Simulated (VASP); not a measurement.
# Tc3Sn (Fm-3m) in VASP: further runs

Aim: see how the results for Tc3Sn move with the level of theory and the settings. Levels: RPBE, PBE, BLYP, r2SCAN. Tasks: single point.

Program: VASP 6.6.1. These are calculated values, not measurements. Logs are shortened: lines on timing, memory, paths and dates and some standing lists are left out, and cuts for length are marked.

### Step 1. The cell of the first run

Symmetry: Fm-3m, No. 225, cubic system. The conventional cell has a = 6.344 Å, b = 6.344 Å, c = 6.344 Å, α = 90.00°, β = 90.00°, γ = 90.00°. Tc (site symmetry -43m) has 10 Tc at 2.75 to 3.17 Å and 4 Sn at 2.75 Å within 3.6 Å. Tc (site symmetry m-3m) has 8 Tc at 2.75 Å and 6 Sn at 3.17 Å within 3.6 Å. Sn (site symmetry m-3m) has 14 Tc at 2.75 to 3.17 Å within 3.6 Å.

### Step 2. Single point, RPBE

Input file INCAR:

```
SYSTEM = Tc3Sn
PREC = Accurate ; ENCUT = 520
EDIFF = 1E-7 ; ISMEAR = -1
SIGMA = 0.05 ; LREAL = .FALSE.
LASPH = .TRUE. ; NELM = 100
ALGO = Normal ; ISIF = 2
LWAVE = .FALSE. ; LCHARG = .FALSE.
GGA = RP ; NBANDS = 34
```

Input file KPOINTS:

```
Automatic mesh
0
G
  7 7 7
  0 0 0
```

Input file POSCAR:

```
Tc3Sn
1.0
    4.4861600000      0.0000000000      0.0000000000
    2.2430800000      3.8851285254      0.0000000000
    2.2430800000      1.2950428418      3.6629343015
Tc Sn
3 1
Direct
    0.2500000000      0.2500000000      0.2500000000
    0.7500000000      0.7500000000      0.7500000000
    0.5000000000      0.5000000000      0.5000000000
    0.0000000000      0.0000000000      0.0000000000
```

Potentials or basis: VASP PAW PBE potentials, release 64 (Tc_pv, Sn_d).

Started as:

```bash
$ cat potpaw_PBE.64/Tc_pv/POTCAR potpaw_PBE.64/Sn_d/POTCAR > POTCAR
$ mpirun -np 1 vasp_std > vasp.out
```

OUTCAR:

```text
SYSTEM = Tc3Sn
   PREC = Accurate
   ENCUT = 520
   EDIFF = 1E-7
   ISMEAR = -1
   LREAL = .FALSE.
   LASPH = .TRUE.
   NELM = 100
   ISIF = 2
   GGA = RP

 ion  position               nearest neighbor table
   1  0.250  0.250  0.250-   4 2.75   3 2.75   3 2.75   4 2.75   4 2.75   3 2.75   4 2.75   3 2.75
                             2 3.17   2 3.17   2 3.17   2 3.17   2 3.17   2 3.17
   2  0.750  0.750  0.750-   3 2.75   4 2.75   3 2.75   4 2.75   3 2.75   4 2.75   3 2.75   4 2.75
                             1 3.17   1 3.17   1 3.17   1 3.17   1 3.17   1 3.17
   3  0.500  0.500  0.500-   1 2.75   2 2.75   1 2.75   2 2.75   1 2.75   2 2.75   1 2.75   2 2.75
                             4 3.17   4 3.17   4 3.17   4 3.17   4 3.17   4 3.17
   4  0.000  0.000  0.000-   2 2.75   1 2.75   1 2.75   2 2.75   2 2.75   1 2.75   2 2.75   1 2.75
                             3 3.17   3 3.17   3 3.17   3 3.17   3 3.17   3 3.17

  LATTYP: Found a face centered cubic cell.
 ALAT       =     6.3443883149

  Lattice vectors:

 A1 = (   4.4861600000,   0.0000000000,   0.0000000000)
 A2 = (   2.2430800000,   3.8851285254,   0.0000000000)
 A3 = (   2.2430800000,   1.2950428418,   3.6629343015)

Analysis of symmetry for initial positions (statically):
=====================================================================
 Subroutine PRICEL returns:
 Original cell was already a primitive cell.

 Routine SETGRP: Setting up the symmetry group for a
 face centered cubic supercell.

 Subroutine GETGRP returns: Found 48 space group operations
 (whereof 48 operations were pure point group operations)
 out of a pool of 48 trial point group operations.

The static configuration has the point symmetry O_h .

Analysis of symmetry for dynamics (positions and initial velocities):
=====================================================================
 Subroutine PRICEL returns:
 Original cell was already a primitive cell.

 Routine SETGRP: Setting up the symmetry group for a
 face centered cubic supercell.

 Subroutine GETGRP returns: Found 48 space group operations
 (whereof 48 operations were pure point group operations)
 out of a pool of 48 trial point group operations.

The dynamic configuration has the point symmetry O_h .

 Subroutine INISYM returns: Found 48 space group operations
 (whereof 48 operations are pure point group operations),
 and found     1 'primitive' translations

----------------------------------------------------------------------------------------

                                     Primitive cell

  volume of cell :      63.8424

  direct lattice vectors                    reciprocal lattice vectors
     4.486160000  0.000000000  0.000000000     0.222907788 -0.128695871 -0.091001723
     2.243080000  3.885128525  0.000000000     0.000000000  0.257391742 -0.091001723
     2.243080000  1.295042842  3.662934301     0.000000000  0.000000000  0.273005170

  length of vectors
     4.486160000  4.486160000  4.486160000     0.273005170  0.273005170  0.273005170

  position of ions in fractional coordinates (direct lattice)
     0.250000000  0.250000000  0.250000000
     0.750000000  0.750000000  0.750000000
     0.500000000  0.500000000  0.500000000
     0.000000000  0.000000000  0.000000000

  ion indices of the primitive-cell ions
   primitive index   ion index
                 1           1
                 2           2
                 3           3
                 4           4

----------------------------------------------------------------------------------------

 KPOINTS: Automatic mesh

Automatic generation of k-mesh.
 Grid dimensions read from file:
 generate k-points for:    7    7    7

 Generating k-lattice:

  Cartesian coordinates                     Fractional coordinates (reciprocal lattice)
     0.031843970 -0.018385124 -0.013000246     0.142857143 -0.000000000 -0.000000000
     0.000000000  0.036770249 -0.013000246     0.000000000  0.142857143  0.000000000
     0.000000000  0.000000000  0.039000739     0.000000000  0.000000000  0.142857143

  Length of vectors
     0.039000739  0.039000739  0.039000739

  Shift w.r.t. Gamma in fractional coordinates (k-lattice)
     0.000000000  0.000000000  0.000000000

 Subroutine IBZKPT returns following result:
 ===========================================

 Found     20 irreducible k-points:

 Following reciprocal coordinates:
            Coordinates               Weight
  0.000000  0.000000  0.000000      1.000000
  0.142857  0.000000  0.000000      8.000000
  0.285714  0.000000  0.000000      8.000000
  0.428571  0.000000  0.000000      8.000000
  0.142857  0.142857 -0.000000      6.000000
  0.285714  0.142857  0.000000     24.000000
[... 12 lines left out ...]
 -0.428571  0.428571  0.142857     24.000000
 -0.285714  0.428571  0.142857     24.000000
   k-points           NKPTS =     20   k-points in BZ     NKDIM =     20   number of bands    NBANDS=     34
   number of dos      NEDOS =    301   number of ions     NIONS =      4
   total plane-waves  NPLWV =  46656
   dimension x,y,z NGX =    36 NGY =   36 NGZ =   36
   dimension x,y,z NGXF=    72 NGYF=   72 NGZF=   72
   ions per type =               3   1
   NGX,Y,Z   is equivalent  to a cutoff of  13.34, 13.34, 13.34 a.u.
   NGXF,Y,Z  is equivalent  to a cutoff of  26.68, 26.68, 26.68 a.u.
 SYSTEM =  Tc3Sn
   PREC   = accura    normal or accurate (medium, high low for compatibility)
   ISTART =      0    job   : 0-new  1-cont  2-samecut
   ICHARG =      2    charge: 1-file 2-atom 10-const
   ISPIN  =      1    spin polarized calculation?
   LNONCOLLINEAR =      F non collinear calculations
   LSORBIT =      F    spin-orbit coupling
   LASPH  =      T    aspherical Exc in radial PAW
   ENCUT  =  520.0 eV  38.22 Ry    6.18 a.u.   8.34  8.34  8.34*2*pi/ulx,y,z
   NELM   =    100;   NELMIN=  2; NELMDL= -5     # of ELM steps
   EDIFF  = 0.1E-06   stopping-criterion for ELM
   LREAL  =      F    real-space projection
   EDIFFG = 0.1E-05   stopping-criterion for IOM
   NSW    =      0    number of steps for IOM
   IBRION =     -1    ionic relax: 0-MD 1-quasi-New 2-CG
   NFREE  =      0    steps in history (QN), initial steepest desc. (CG)
   ISIF   =      2    stress and relaxation
   ISYM   =      2    0-nonsym 1-usesym 2-fastsym
   POTIM  = 0.5000    time-step for ionic-motion
   TEBEG  =    0.0;   TEEND  =   0.0 temperature during run
   PSTRESS=    0.0 pullay stress
   NELECT =      53.0000    total number of electrons
   NUPDOWN=      -1.0000    fix difference up-down
   EMIN   =  10.00;   EMAX   =-10.00  energy-range for DOS
   EFERMI =   0.00;   METHOD = LEGACY
   ISMEAR =    -1;   SIGMA  =   0.05  broadening in eV -4-tet -1-fermi 0-gaus
   EFERMI_NEDOS =   21; number of points for ismear=-14 and -15
   IALGO  =     38    algorithm
   IMIX   =      4    mixing-type and parameters
     AMIX     =   0.40;   BMIX     =  1.00
     AMIX_MAG =   1.60;   BMIX_MAG =  1.00
  volume/ion in A,a.u.               =      15.96       107.71
  Fermi-wavevector in a.u.,A,eV,Ry     =   1.538616  2.907563 32.209623  2.367340
  Thomas-Fermi vector in A             =   2.644960
   LORBIT       =      0    0 simple, 1 ext, 2 COOP (PROOUT), +10 PAW based schemes
   GGA     = RP    functional components
   LHFCALC =     F    Hartree Fock is set to
   AEXX    =    0.0000 exact exchange contribution
   IVDW    =     0    specifies the selected vdW correction
   LEPSILON=     F    determine dielectric tensor
   LRPA    =     F    only Hartree local field effects (RPA)
 non-spin polarized calculation
  energy-cutoff  :      520.00
  volume of cell :       63.84
 maximum number of plane-waves:      1759
 NGX is ok and might be reduce to    36
   NGX = 17   NGY = 17   NGZ = 17

 number of electron      53.0000002 magnetization

 Free energy of the ion-electron system (eV)
  ---------------------------------------------------
  ext. energy  EPLUGINS =         0.00000000
  ---------------------------------------------------
  free energy    TOTEN  =       -31.68589541 eV

  energy without entropy =      -31.65241629  energy(sigma->0) =      -31.66915585

 E-fermi :  12.4064     XC(G=0): -13.0662

 val. band max:       12.3984567707   @ k =   0.1429   0.0000   0.0000
 cond. band min:      12.4599676320   @ k =  -0.4286   0.4286   0.0000
 fundamental gap:      0.0615108614
 Fermi energy:        12.4063866285

 k-point     1 :       0.0000    0.0000    0.0000
  band No.  band energies     occupation
      1     -26.9839      2.00000
      2     -26.9839      2.00000
      3     -26.9839      2.00000
      4     -26.3479      2.00000
      5     -26.3479      2.00000
      6     -26.3479      2.00000
[... 26 lines left out ...]
     33      17.4136      0.00000
     34      17.4136      0.00000

 k-point     2 :       0.1429    0.0000    0.0000
  band No.  band energies     occupation
      1     -26.9909      2.00000
      2     -26.9909      2.00000
      3     -26.9871      2.00000
      4     -26.3363      2.00000
      5     -26.3363      2.00000
      6     -26.3210      2.00000
[... 26 lines left out ...]
     33      17.6160      0.00000
     34      17.8238      0.00000

 k-point     3 :       0.2857    0.0000    0.0000
  band No.  band energies     occupation
      1     -27.0060      2.00000
      2     -27.0060      2.00000
      3     -26.9886      2.00000
      4     -26.3095      2.00000
      5     -26.3095      2.00000
      6     -26.2663      2.00000
[... 26 lines left out ...]
     33      18.0078      0.00000
     34      18.0078      0.00000
[... 556 lines left out ...]
 k-point    19 :      -0.4286    0.4286    0.1429
  band No.  band energies     occupation
      1     -27.0607      2.00000
      2     -27.0345      2.00000
      3     -26.9513      2.00000
      4     -26.3637      2.00000
      5     -26.2302      2.00000
      6     -26.2269      2.00000
[... 26 lines left out ...]
     33      14.5160      0.00000
     34      18.7428      0.00000

 k-point    20 :      -0.2857    0.4286    0.1429
  band No.  band energies     occupation
      1     -27.0603      2.00000
      2     -27.0096      2.00000
      3     -26.9786      2.00000
      4     -26.3637      2.00000
      5     -26.2261      2.00000
      6     -26.2209      2.00000
[... 26 lines left out ...]
     33      14.4810      0.00000
     34      19.0166      0.00000

------------------------ aborting loop because EDIFF is reached ----------------------------------------

  FORCE on cell =-STRESS in cart. coord.  units (eV):
  Direction    XX          YY          ZZ          XY          YZ          ZX
  --------------------------------------------------------------------------------------
  -------------------------------------------------------------------------------------
  Total        0.5171302      0.5171302      0.5171302      0.0000000      0.0000000     -0.0000000
  in kB       12.9778036     12.9778036     12.9778036      0.0000000      0.0000000     -0.0000000
  external PRESSURE =      12.9778036 kB  Pullay stress =       0.0000000 kB

 VOLUME and BASIS-vectors are now :
 -----------------------------------------------------------------------------
  energy-cutoff  :      520.00
  volume of cell :       63.84
      direct lattice vectors                 reciprocal lattice vectors
     4.486160000  0.000000000  0.000000000     0.222907788 -0.128695871 -0.091001723
     2.243080000  3.885128525  0.000000000     0.000000000  0.257391742 -0.091001723
     2.243080000  1.295042842  3.662934301     0.000000000  0.000000000  0.273005170

 POSITION                                       TOTAL-FORCE (eV/Angst)
 -----------------------------------------------------------------------------------
      2.24308      1.29504      0.91573         0.000000     -0.000000     -0.000000
      6.72924      3.88513      2.74720        -0.000000      0.000000      0.000000
      4.48616      2.59009      1.83147         0.000000      0.000000      0.000000
      0.00000      0.00000      0.00000         0.000000      0.000000      0.000000
 -----------------------------------------------------------------------------------
    total drift:                                0.000000      0.000000      0.000000

  FREE ENERGIE OF THE ION-ELECTRON SYSTEM (eV)
  ---------------------------------------------------
  free  energy   TOTEN  =       -31.6858954084 eV

  energy  without entropy=      -31.6524162884  energy(sigma->0) =      -31.66915585
```

Wall time 46 s (1 thread of AMD EPYC 7R13 (Zen 3), shared host); peak memory 0.19 GiB.

Results:

```yaml
Free_energy: -31.6859 eV
Pressure: 1.3 GPa
Band_gap_on_the_k_mesh: zero (an odd number of electrons rules out a gap without spin polarisation)
```

Levels at points of the mesh, in eV from the Fermi level:
```csv
k point,band 24,band 25,band 26,band 27,band 28,band 29
"(0.00, 0.00, 0.00)",0.71,0.71,0.71,0.73,0.73,1.46
```

Caveat: the PAW data sets were made with another functional, which shifts forces and pressure a little; spin-orbit coupling is left out, which moves the levels of the heavy elements.

### Step 3. Single point, PBE

Input file INCAR:

```
  PREC = Accurate
  ENCUT = 520
  EDIFF = 1E-6
  ISMEAR = -1
  SIGMA = 0.05
  LREAL = F
  LASPH = T
  NELM = 100
  ALGO = Normal
  ISIF = 2
  LWAVE = F
  LCHARG = F
  GGA = PE
  NBANDS = 34
```

Input file KPOINTS:

```
regular mesh
0
Gamma
  7 7 7
```

POSCAR is that of step 2.

Potentials or basis: VASP PAW PBE potentials, release 64 (Tc_pv, Sn_d).

Started as:

```bash
$ cat potpaw_PBE.64/Tc_pv/POTCAR potpaw_PBE.64/Sn_d/POTCAR > POTCAR
$ mpirun -np 1 vasp_std > vasp.out
```

Wall time 41 s (1 thread of AMD EPYC 7R13 (Zen 3), shared host); peak memory 0.19 GiB.

It converged, with:

- Free energy: -33.9149 eV
- Pressure: -2.2 GPa
- Band gap on the k mesh: zero (an odd number of electrons rules out a gap without spin polarisation)

Levels at points of the mesh, in eV from the Fermi level:
| k point | band 22 | band 23 | band 24 | band 25 | band 26 | band 27 | band 28 | band 29 | band 30 | band 31 |
| --- | --- | --- | --- | --- | --- | --- | --- | --- | --- | --- |
| (0.00, 0.00, 0.00) | -2.53 | -2.53 | 0.72 | 0.72 | 0.72 | 0.73 | 0.73 | 1.45 | 1.45 | 2.20 |

Caveat: spin-orbit coupling is left out, which moves the levels of the heavy elements.

### Step 4. Single point, BLYP

Input file INCAR:

```
SYSTEM = Tc3Sn
AGGAC    = 1.0          
AGGAX    = 1.0          
ALDAC    = 0.0          
ALDAX    = 1.0          
ALGO     = Normal         ! electronic algorithm
EDIFF    = 1E-6           ! SCF threshold, eV
ENCUT    = 520            ! plane-wave cutoff, eV
GGA      = B5             ! functional
ISIF     = 2              ! what is computed and relaxed
ISMEAR   = -1             ! smearing method
LASPH    = .TRUE.         ! aspherical terms in the spheres
LCHARG   = .FALSE.        ! write CHGCAR
LREAL    = .FALSE.        ! projectors in reciprocal space
LWAVE    = .FALSE.        ! write WAVECAR
NBANDS   = 34             ! bands
NELM     = 80             ! most SCF steps
PREC     = Accurate       ! precision mode
SIGMA    = 0.05           ! smearing width, eV
```

Input file KPOINTS:

```
k-points
0
G
  7 7 7
  0 0 0
```

POSCAR is that of step 3.

Started as:

```bash
$ cat potpaw_PBE.64/Tc_pv/POTCAR potpaw_PBE.64/Sn_d/POTCAR > POTCAR
$ mpirun -np 1 vasp_std > vasp.out
```

Run time: 60 s. Hardware: 1 thread of AMD EPYC 7R13 (Zen 3), shared host; peak memory 0.19 GiB.

It converged, with:

- Free energy: -28.5680 eV
- Pressure: 8.6 GPa
- Band gap on the k mesh: zero (an odd number of electrons rules out a gap without spin polarisation)

Levels at points of the mesh, in eV from the Fermi level:
```csv
k point,band 22,band 23,band 24,band 25,band 26,band 27,band 28,band 29,band 30,band 31
"(0.00, 0.00, 0.00)",-2.50,-2.50,0.73,0.73,0.73,0.73,0.73,1.43,1.43,2.12
```

Caveat: the cell stands under pressure; the PAW data sets were made with another functional, which shifts forces and pressure a little; spin-orbit coupling is left out, which moves the levels of the heavy elements.

### Step 5. Single point, r2SCAN

POSCAR is that of step 4.

Input file INCAR.step1:

```
SYSTEM = Tc3Sn
ALGO = Normal ; EDIFF = 1E-4
ENCUT = 520 ; GGA = PE
ISMEAR = -1 ; LASPH = .TRUE.
LCHARG = .FALSE. ; LREAL = .FALSE.
LWAVE = .TRUE. ; NBANDS = 34
NELM = 60 ; PREC = Accurate
SIGMA = 0.05
```

Input file INCAR.step2:

```
SYSTEM = Tc3Sn
ALGO = Normal ; EDIFF = 1E-7
ENCUT = 520 ; ISIF = 2
ISMEAR = -1 ; ISTART = 1
LASPH = .TRUE. ; LCHARG = .FALSE.
LMIXTAU = .TRUE. ; LREAL = .FALSE.
LWAVE = .FALSE. ; METAGGA = R2SCAN
NBANDS = 34 ; NELM = 60
PREC = Accurate ; SIGMA = 0.05
```

KPOINTS is that of step 4.

Started as:

```bash
$ cat potpaw_PBE.64/Tc_pv/POTCAR potpaw_PBE.64/Sn_d/POTCAR > POTCAR
$ cp INCAR.step1 INCAR
$ mpirun -np 1 vasp_std > vasp.out
$ cp INCAR.step2 INCAR
$ mpirun -np 1 vasp_std > vasp.out
```

Run time: 3 min. Hardware: 1 thread of AMD EPYC 7R13 (Zen 3), shared host; peak memory 0.19 GiB.

The run converged. Its results:

- Free energy: -101.7419 eV
- Pressure: -6.2 GPa
- Band gap on the k mesh: zero (an odd number of electrons rules out a gap without spin polarisation)

Levels at points of the mesh, in eV from the Fermi level:
```csv
k point,band 24,band 25,band 26,band 27,band 28,band 29
"(0.00, 0.00, 0.00)",0.70,0.70,0.70,0.83,0.83,1.63
```

Caveat: the cell stands under tension; the PAW data sets were made with another functional, which shifts forces and pressure a little; spin-orbit coupling is left out, which moves the levels of the heavy elements.

### Step 6. The runs side by side

| level | gap on the mesh (eV) | pressure (GPa) |
| --- | --- | --- |
| RPBE | none | 1.3 |
| PBE | none | -2.2 |
| BLYP | none | 8.6 |
| r2SCAN | none | -6.2 |

Alike in all rows: task single point; potentials or basis VASP PAW PBE potentials, release 64 (Tc_pv, Sn_d); no spin polarisation; cell as given; k mesh 7 × 7 × 7; cutoff (eV) 520; smearing fermi-dirac 0.05 eV.

The pressure there spans -6.2 GPa (r2SCAN) to 8.6 GPa (BLYP); a positive pressure means that this level wants a larger cell, a negative one a smaller.

Caveats: spin-orbit coupling is left out, which moves the levels of the heavy elements; the PAW data sets were made with another functional, which shifts forces and pressure a little (at least some runs); the cell stands under pressure (at least some runs); the cell stands under tension (at least some runs).

Absolute energies hang on the potentials; compare differences alone.
